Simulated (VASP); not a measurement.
TiCo:

```
Ti Co
1.0
     2.98611    0.00000    0.00000
     0.00000    2.98611    0.00000
     0.00000    0.00000    2.98611
Ti Co
1 1
Direct
  0.00000 0.00000 0.00000
  0.50000 0.50000 0.50000
```

Base run:

* Program: VASP 6.6.1
* Functional: PBE
* Potentials or basis: VASP PAW PBE potentials, release 64 (Ti_sv, Co)
* Cutoff: 520 eV
* k mesh: 13 × 13 × 13
* Occupations: fermi-dirac, width 0.03 eV
* Spin: collinear spin, ferromagnetic start
* Starting moments: [0.0, 0.22] μB
* Fixed moment: 0.22 μB

Its results: pressure -2.6 GPa; net moment 0.22 μB per cell; site moments Ti -0.07; Co +0.33 μB.

Problem. The run is repeated on the same cell with these changes: fixed moment from 0.22 μB to none; moments at the start from [0.0, 0.22] to [0.0, 1.0]. What comes out?

Solution. Pressure -0.6 GPa; net moment 0.88 μB per cell; site moments Ti -0.03; Co +0.96 μB.

Caveats: the total moment is fixed, so each spin has its own Fermi level and the state may be an excited one (at least some runs).
